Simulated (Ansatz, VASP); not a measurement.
## Sc in VASP and in Ansatz

```
CELL_PARAMETERS angstrom
3.30880 0.00000 0.00000
-1.65440 2.86550 0.00000
0.00000 0.00000 5.29434
ATOMIC_POSITIONS crystal
Sc 0.33333 0.66667 0.25000
Sc 0.66667 0.33333 0.75000
```

Change from the starting cell: strain +0.0050 x Voigt [0, 0, 1, 0, 0, 0], atoms carried along.

Alike in both runs: task single point; functional PBEsol; k mesh 18 × 18 × 10; occupations gaussian, width 0.15 eV; no spin polarisation.

```csv
,VASP,Ansatz
version,VASP 6.6.1,Ansatz 0.2.0
potentials or method,"VASP PAW PBE potentials, release 64 (Sc_sv), cutoff 520 eV","scalar-relativistic, plane waves, PAW"
valence electrons in the cell,22,22
```

```csv
,VASP,Ansatz,Ansatz less VASP
gap on the k mesh at the Fermi level (eV),none,none,-
pressure (GPa),-3.0,-3.0,0.00
"traceless stress, the component that is largest in VASP (GPa)",-1.28,-1.28,0.000
```

VASP's potentials were made for PBE, not for PBEsol. A gap of «none» marks a metal or a gap that the smearing closes. With one functional, cell and mesh, what is left measures potentials, basis and numerics.
